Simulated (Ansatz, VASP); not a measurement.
## CdO2 in VASP and in Ansatz

```xyz
3
Lattice="3.4762 0.0000 0.0000 -1.7381 3.0105 0.0000 0.0000 0.0000 4.1481" Properties=species:S:1:pos:R:3 pbc="T T T"
Cd    0.0000    0.0000    0.0000
O     1.7381    1.0035    3.1350
O     0.0000    2.0070    1.0130
```

Alike in both runs: task single point; functional PBEsol; k mesh 3 × 3 × 3; occupations fermi-dirac, width 0.1 eV; no spin polarisation.

|  | VASP | Ansatz |
| --- | --- | --- |
| version | VASP 6.6.1 | Ansatz 0.2.0 |
| potentials or method | VASP PAW PBE potentials, release 64 (Cd, O) | plane waves, PAW |
| plane-wave cutoff (eV) | 600 | 420 |
| valence electrons in the cell | 24 | 32 |

```csv
,VASP,Ansatz,Ansatz less VASP
pressure (GPa),-9.2,-10.4,-1.19
"traceless stress, the component that is largest in VASP (GPa)",1.50,2.18,+0.688
rms of the force components (eV/Å),0.110,0.164,+0.0542
```

VASP's potentials were made for PBE, not for PBEsol. Atom by atom the forces differ by 0.054 eV/Å (rms over components). The functional is the same, so the differences come from potentials, cutoffs and numerics. VASP's potentials hold 24 valence electrons a cell and Ansatz's 32, so a difference there can come from the potentials and not from the codes.

The k mesh is coarse, so the values compare programs but aren't converged.
